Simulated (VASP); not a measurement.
# Ta (Im-3m) in VASP: further runs, part 2 of 2

VASP 6.6.1. Earlier steps stand in the parts before.

## (3) Relaxation of volume and atoms at fixed shape, r2SCAN

This run uses another cell than the first one, of 18.01 Å³/atom.

The input, POSCAR:

```
Ta
1.0
   -1.6512800000      1.6512800000      1.6512800000
    1.6512800000     -1.6512800000      1.6512800000
    1.6512800000      1.6512800000     -1.6512800000
Ta
1
Direct
    0.0000000000      0.0000000000      0.0000000000
```

The input, INCAR.step1:

```
  PREC = Accurate
  ENCUT = 550
  ISMEAR = -1
  SIGMA = 0.05
  LREAL = False
  LASPH = True
  NELM = 120
  GGA = PE
  ALGO = Normal
  EDIFF = 1E-5
  LWAVE = True
  LCHARG = False
  GGA_COMPAT = False
  IBRION = 2
  ISIF = 3
  EDIFFG = -0.005
  NELMIN = 4
  NSW = 100
```

The input, INCAR.step2:

```
  PREC = Accurate
  ENCUT = 550
  EDIFF = 1E-7
  ISMEAR = -1
  SIGMA = 0.05
  LREAL = False
  LASPH = True
  NELM = 120
  ALGO = Normal
  ISIF = 8
  LWAVE = False
  LCHARG = False
  METAGGA = R2SCAN
  LMIXTAU = True
  IBRION = 2
  NSW = 80
  EDIFFG = -0.02
  ISTART = 1
  GGA_COMPAT = False
  NELMIN = 4
```

The input, KPOINTS:

```
regular mesh
0
Gamma
  9 9 9
```

Potentials or basis: VASP PAW PBE potentials, release 64 (Ta_pv).

Launch:

```
$ cat potpaw_PBE.64/Ta_pv/POTCAR > POTCAR
$ cp INCAR.step1 INCAR
$ mpirun -np 1 vasp_std > vasp.out
$ cp INCAR.step2 INCAR
$ mpirun -np 1 vasp_std > vasp.out
```

OUTCAR:

```text
PREC = Accurate
   ENCUT = 550
   EDIFF = 1E-7
   ISMEAR = -1
   LREAL = False
   LASPH = True
   NELM = 120
   ISIF = 8
   METAGGA = R2SCAN
   IBRION = 2
   NSW = 80
   EDIFFG = -0.02
   ISTART = 1
   NELMIN = 4

 ion  position               nearest neighbor table
   1  0.000  0.000  0.000-

  LATTYP: Found a body centered cubic cell.
 ALAT       =     3.3025600000

  Lattice vectors:

 A1 = (  -1.6512800000,   1.6512800000,   1.6512800000)
 A2 = (   1.6512800000,  -1.6512800000,   1.6512800000)
 A3 = (   1.6512800000,   1.6512800000,  -1.6512800000)

Analysis of symmetry for initial positions (statically):
=====================================================================
 Subroutine PRICEL returns:
 Original cell was already a primitive cell.

 Routine SETGRP: Setting up the symmetry group for a
 body centered cubic supercell.

 Subroutine GETGRP returns: Found 48 space group operations
 (whereof 48 operations were pure point group operations)
 out of a pool of 48 trial point group operations.

The static configuration has the point symmetry O_h .

Analysis of symmetry for dynamics (positions and initial velocities):
=====================================================================
 Subroutine PRICEL returns:
 Original cell was already a primitive cell.

 Routine SETGRP: Setting up the symmetry group for a
 body centered cubic supercell.

 Subroutine GETGRP returns: Found 48 space group operations
 (whereof 48 operations were pure point group operations)
 out of a pool of 48 trial point group operations.

The dynamic configuration has the point symmetry O_h .

 Subroutine INISYM returns: Found 48 space group operations
 (whereof 48 operations are pure point group operations),
 and found     1 'primitive' translations

----------------------------------------------------------------------------------------

                                     Primitive cell

  volume of cell :      18.0104

  direct lattice vectors                    reciprocal lattice vectors
    -1.651280000  1.651280000  1.651280000     0.000000000  0.302795407  0.302795407
     1.651280000 -1.651280000  1.651280000     0.302795407  0.000000000  0.302795407
     1.651280000  1.651280000 -1.651280000     0.302795407  0.302795407  0.000000000

  length of vectors
     2.860100858  2.860100858  2.860100858     0.428217371  0.428217371  0.428217371

  position of ions in fractional coordinates (direct lattice)
     0.000000000  0.000000000  0.000000000

  ion indices of the primitive-cell ions
   primitive index   ion index
                 1           1

----------------------------------------------------------------------------------------

 KPOINTS: regular mesh

Automatic generation of k-mesh.
 Grid dimensions read from file:
 generate k-points for:    9    9    9

 Generating k-lattice:

  Cartesian coordinates                     Fractional coordinates (reciprocal lattice)
     0.000000000  0.033643934  0.033643934     0.111111111  0.000000000  0.000000000
     0.033643934  0.000000000  0.033643934     0.000000000  0.111111111  0.000000000
[... 41 lines left out ...]
   number of dos      NEDOS =    301   number of ions     NIONS =      1
   total plane-waves  NPLWV =  13824
   dimension x,y,z NGX =    24 NGY =   24 NGZ =   24
   dimension x,y,z NGXF=    48 NGYF=   48 NGZF=   48
   ions per type =               1
   NGX,Y,Z   is equivalent  to a cutoff of  13.95, 13.95, 13.95 a.u.
   NGXF,Y,Z  is equivalent  to a cutoff of  27.90, 27.90, 27.90 a.u.
 SYSTEM =  unknown system
   PREC   = accura    normal or accurate (medium, high low for compatibility)
   ISTART =      1    job   : 0-new  1-cont  2-samecut
   ICHARG =      0    charge: 1-file 2-atom 10-const
   ISPIN  =      1    spin polarized calculation?
   LNONCOLLINEAR =      F non collinear calculations
   LSORBIT =      F    spin-orbit coupling
   LASPH  =      T    aspherical Exc in radial PAW
   ENCUT  =  550.0 eV  40.42 Ry    6.36 a.u.   5.47  5.47  5.47*2*pi/ulx,y,z
   NELM   =    120;   NELMIN=  4; NELMDL=  0     # of ELM steps
   EDIFF  = 0.1E-06   stopping-criterion for ELM
   LREAL  =      F    real-space projection
   EDIFFG = -.2E-01   stopping-criterion for IOM
   NSW    =     80    number of steps for IOM
   IBRION =      2    ionic relax: 0-MD 1-quasi-New 2-CG
   NFREE  =      1    steps in history (QN), initial steepest desc. (CG)
   ISIF   =      8    stress and relaxation
   ISYM   =      2    0-nonsym 1-usesym 2-fastsym
   POTIM  = 0.5000    time-step for ionic-motion
   TEBEG  =    0.0;   TEEND  =   0.0 temperature during run
   PSTRESS=    0.0 pullay stress
   NELECT =      11.0000    total number of electrons
   NUPDOWN=      -1.0000    fix difference up-down
   EMIN   =  10.00;   EMAX   =-10.00  energy-range for DOS
   EFERMI =   0.00;   METHOD = LEGACY
   ISMEAR =    -1;   SIGMA  =   0.05  broadening in eV -4-tet -1-fermi 0-gaus
   EFERMI_NEDOS =   21; number of points for ismear=-14 and -15
   IALGO  =     38    algorithm
   IMIX   =      4    mixing-type and parameters
     AMIX     =   0.40;   BMIX     =  1.00
     AMIX_MAG =   1.60;   BMIX_MAG =  1.00
  volume/ion in A,a.u.               =      18.01       121.54
  Fermi-wavevector in a.u.,A,eV,Ry     =   1.388988  2.624806 26.249534  1.929286
  Thomas-Fermi vector in A             =   2.513061
   LORBIT       =      0    0 simple, 1 ext, 2 COOP (PROOUT), +10 PAW based schemes
   METAGGA = R2SCAN    functional components
   LHFCALC =     F    Hartree Fock is set to
   AEXX    =    0.0000 exact exchange contribution
   IVDW    =     0    specifies the selected vdW correction
   LEPSILON=     F    determine dielectric tensor
   LRPA    =     F    only Hartree local field effects (RPA)
 conjugate gradient relaxation of ions
 non-spin polarized calculation
  energy-cutoff  :      550.00
  volume of cell :       18.01
 maximum number of plane-waves:       543
 NGX is ok and might be reduce to    24
   NGX = 11   NGY = 11   NGZ = 11

--------------------------------------- Ionic step        1  -------------------------------------------

 number of electron      11.0000002 magnetization

 Free energy of the ion-electron system (eV)
  ---------------------------------------------------
  ext. energy  EPLUGINS =         0.00000000
  ---------------------------------------------------
  free energy    TOTEN  =       -48.56965043 eV

  energy without entropy =      -48.55207846  energy(sigma->0) =      -48.56086444

------------------------ aborting loop because EDIFF is reached ----------------------------------------

  FORCE on cell =-STRESS in cart. coord.  units (eV):
  Direction    XX          YY          ZZ          XY          YZ          ZX
  --------------------------------------------------------------------------------------
  -------------------------------------------------------------------------------------
  Total        0.2640278      0.2640278      0.2640278     -0.0000000     -0.0000000      0.0000000
  in kB       23.4875709     23.4875709     23.4875709     -0.0000000     -0.0000000      0.0000000
  external PRESSURE =      23.4875709 kB  Pullay stress =       0.0000000 kB
[... 57 lines left out ...]
--------------------------------------- Ionic step        3  -------------------------------------------

 number of electron      11.0000001 magnetization

 Free energy of the ion-electron system (eV)
  ---------------------------------------------------
  ext. energy  EPLUGINS =         0.00000000
  ---------------------------------------------------
  free energy    TOTEN  =       -48.57127379 eV

  energy without entropy =      -48.55469725  energy(sigma->0) =      -48.56298552

 E-fermi :   5.2628     XC(G=0): -13.7029

 val. band max:        5.2615511237   @ k =   0.1111   0.1111   0.0000
 cond. band min:       5.2780679418   @ k =  -0.4444   0.4444   0.1111
 fundamental gap:      0.0165168182
 Fermi energy:         5.2628281240

 k-point     1 :       0.0000    0.0000    0.0000
  band No.  band energies     occupation
      1     -29.0748      2.00000
      2     -29.0748      2.00000
      3     -29.0748      2.00000
      4      -3.0553      2.00000
      5       6.0590      0.00000
      6       6.0590      0.00000
      7       6.0590      0.00000
      8       9.4961      0.00000
      9       9.4961      0.00000
[... 265 lines left out ...]
 k-point    24 :      -0.4444   -0.4444    0.1111
  band No.  band energies     occupation
      1     -30.1369      2.00000
      2     -29.6362      2.00000
      3     -29.2638      2.00000
      4       1.9554      2.00000
      5       4.4894      2.00000
      6       4.5030      2.00000
      7       8.0278      0.00000
      8      11.3230      0.00000
      9      14.2604      0.00000

 [... further k-points ...]
[... 5 lines left out ...]
  --------------------------------------------------------------------------------------
  -------------------------------------------------------------------------------------
  Total       -0.0010095     -0.0010095     -0.0010095     -0.0000000     -0.0000000      0.0000000
  in kB       -0.0886966     -0.0886966     -0.0886966     -0.0000000     -0.0000000      0.0000000
  external PRESSURE =      -0.0886966 kB  Pullay stress =       0.0000000 kB
[... 16 lines left out ...]
  FREE ENERGIE OF THE ION-ELECTRON SYSTEM (eV)
  ---------------------------------------------------
  free  energy   TOTEN  =       -48.5712737853 eV

  energy  without entropy=      -48.5546972511  energy(sigma->0) =      -48.56298552

 reached required accuracy - stopping structural energy minimisation
```

Wall time 33 s (1 thread of Intel Xeon 6975P-C (Granite Rapids), shared host); peak memory 0.15 GiB.

Results:

| Item | Value |
| --- | --- |
| Free energy | -48.5713 eV |
| Relaxed volume | 18.24 Å³/atom |
| Relaxed cell | a = 2.872 Å, b = 2.872 Å, c = 2.872 Å, α = 109.47°, β = 109.47°, γ = 109.47° |
| Space group after relaxing (to 0.1 Å) | Im-3m (No. 229) |
| Energy gained by relaxing | 1.6 meV/atom |
| Ionic steps | 3 |
| Pressure after relaxing | 0.0 GPa |
| Band gap on the k mesh | zero (an odd number of electrons rules out a gap without spin polarisation) |

The path:
| step | energy change (eV) | largest force (eV/Å) | pressure (GPa) | volume (Å³) |
| --- | --- | --- | --- | --- |
| 1 | 0.0000 | 0.0000 | 2.35 | 18.01 |
| 2 | 0.0054 | 0.0000 | -4.72 | 18.71 |
| 3 | -0.0016 | 0.0000 | -0.01 | 18.24 |

Final structure:
```
CELL_PARAMETERS angstrom
-1.65813 1.65813 1.65813
1.65813 -1.65813 1.65813
1.65813 1.65813 -1.65813
ATOMIC_POSITIONS crystal
Ta 0.00000 0.00000 0.00000
```

Caveat: the PAW data sets were made with another functional, which shifts forces and pressure a little; spin-orbit coupling is left out, which moves the levels of the heavy elements.
